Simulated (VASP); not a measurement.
Set up this calculation in VASP 6.6.1, as the native input.

```
Task                   : single point
Functional             : PBE
Potentials or basis    : VASP PAW PBE potentials, release 64 (Si, Ge_d, W_sv)
Cutoff                 : 520 eV
k mesh                 : 6 × 6 × 2
Occupations            : gaussian, width 0.1 eV
Spin                   : no spin polarisation
Dipole correction      : no
Further INCAR settings : ALGO = Normal; EDIFF = 1e-07; NBANDS = 46
```

The structure of SiGe4W lies in POSCAR:

```
SiGe4W
1.0
    3.7276773600      0.0000000000      0.0000000000
   -1.8638386800      3.2282632900      0.0000000000
    0.0000000000      0.0000000000      7.9690024700
Si Ge W
1 4 1
Direct
    0.0000000000      0.0000000000      0.0000000000
    0.3333333300      0.6666666700      0.7407687300
    0.3333333300      0.6666666700      0.2592312700
    0.6666666700      0.3333333300      0.7407687300
    0.6666666700      0.3333333300      0.2592312700
    0.0000000000      0.0000000000      0.5000000000
```

These files were run (other wordings do the same):

INCAR

```
PREC = Accurate ; ENCUT = 520
EDIFF = 1E-7 ; ISMEAR = 0
SIGMA = 0.1 ; LREAL = F
LASPH = T ; NELM = 100
ALGO = Normal ; ISIF = 2
LWAVE = F ; LCHARG = F
GGA = PE ; NBANDS = 46
```

KPOINTS

```
Automatic mesh
0
Gamma
  6 6 2
```

Potentials or basis: VASP PAW PBE potentials, release 64 (Si, Ge_d, W_sv).

Launch:

```sh
$ cat potpaw_PBE.64/Si/POTCAR potpaw_PBE.64/Ge_d/POTCAR potpaw_PBE.64/W_sv/POTCAR > POTCAR
$ mpirun -np 1 vasp_std > vasp.out
```

Results of the run:

| Item | Value |
| --- | --- |
| Pressure | 30.7 GPa |
| Largest force | 0.078 eV/Å |
| Band gap on the k mesh | zero (band 37 reaches 9.97 eV, above the bottom of band 38 at 9.32 eV) |

Caveat: the k points lie up to 0.39 Å⁻¹ apart; spin-orbit coupling is left out, which moves the levels of the heavy elements.

It took 75 s on 1 thread of AMD EPYC 7R43 64-Core Processor (Zen 3), on a shared host, peak memory 0.19 GiB.
